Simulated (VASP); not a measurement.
## BaTiO3: single point with r2SCAN

Crystal: BaTiO3.

```
CELL_PARAMETERS angstrom
3.93259 0.00000 0.00000
0.00000 3.97232 0.00000
0.00000 0.00000 4.11238
ATOMIC_POSITIONS crystal
Ba 0.00000 0.00000 0.99261
Ti 0.50000 0.50000 0.47453
O 0.50000 0.50000 0.03157
O 0.50000 0.00000 0.51464
O 0.00000 0.50000 0.51464
```

This cell differs from its parent crystal: strain -0.0100 x Voigt [1, 0, 0, 0, 0, 0].

* Program: VASP 6.6.1
* Task: single point
* Functional: r2SCAN
* Potentials or basis: VASP PAW PBE potentials, release 64 (Ba_sv, Ti_sv, O)
* Cutoff: 520 eV
* k mesh: 8 × 8 × 8
* Occupations: gaussian, width 0.05 eV
* Spin: no spin polarisation
* Dipole correction: no
* Further INCAR settings: ALGO = Normal; EDIFF = 1e-06; NBANDS = 28

```json
{
  "Pressure": "3.8 GPa",
  "Largest force": "0.201 eV/Å",
  "Band gap on the k mesh": "2.23 eV, indirect (least direct gap 2.74 eV)"
}
```

Forces on the atoms (eV/Å):
```
Ba   0.000  0.000  0.034
Ti   0.000  0.000  0.177
O    0.000  0.000 -0.201
O    0.000  0.000 -0.034
O    0.000  0.000  0.023
```

Stress tensor (GPa, compression positive):
```
5.21 0.00 0.00
0.00 3.08 0.00
0.00 0.00 3.19
```

Levels at points of the mesh, in eV from the valence-band top:
| k point | band 16 | band 17 | band 18 | band 19 | band 20 | band 21 | band 22 | band 23 | band 24 | band 25 |
| --- | --- | --- | --- | --- | --- | --- | --- | --- | --- | --- |
| (0.00, 0.00, 0.00) | -1.61 | -1.36 | -0.74 | -0.51 | -0.50 | 2.23 | 2.69 | 2.73 | 4.46 | 4.61 |
| (0.50, 0.00, 0.00) | -2.05 | -2.04 | -1.79 | -1.42 | -1.23 | 2.80 | 4.00 | 4.08 | 4.48 | 6.26 |
| (0.00, 0.50, 0.00) | -2.07 | -1.93 | -1.72 | -1.44 | -1.23 | 2.83 | 3.92 | 3.99 | 4.54 | 6.23 |
| (0.50, 0.50, 0.00) | -2.99 | -2.02 | -1.11 | -1.11 | -0.07 | 4.03 | 4.11 | 4.47 | 4.81 | 8.25 |
| (0.00, 0.00, 0.50) | -2.12 | -2.09 | -2.06 | -0.77 | -0.76 | 2.37 | 3.92 | 3.93 | 4.46 | 6.49 |
| (0.50, 0.00, 0.50) | -2.79 | -1.87 | -1.08 | -1.02 | -0.43 | 3.93 | 4.04 | 4.32 | 5.30 | 7.96 |
| (0.00, 0.50, 0.50) | -2.68 | -1.88 | -1.17 | -1.11 | -0.45 | 3.95 | 3.96 | 4.27 | 5.40 | 7.86 |
| (0.50, 0.50, 0.50) | -2.64 | -2.54 | -0.37 | -0.35 | 0.00 | 4.53 | 4.58 | 4.66 | 6.88 | 7.20 |

Run time: 8.3 min on 1 thread of Intel(R) Xeon(R) Platinum 8488C (Sapphire Rapids), with other jobs on the host, peak memory 0.35 GiB.

Caveat: the cell differs from its parent crystal (strain -0.0100 x Voigt [1, 0, 0, 0, 0, 0]); the PAW data sets were made with another functional, which shifts forces and pressure a little; spin-orbit coupling is left out, which moves the levels of the heavy elements. A k mesh can miss the band edges.
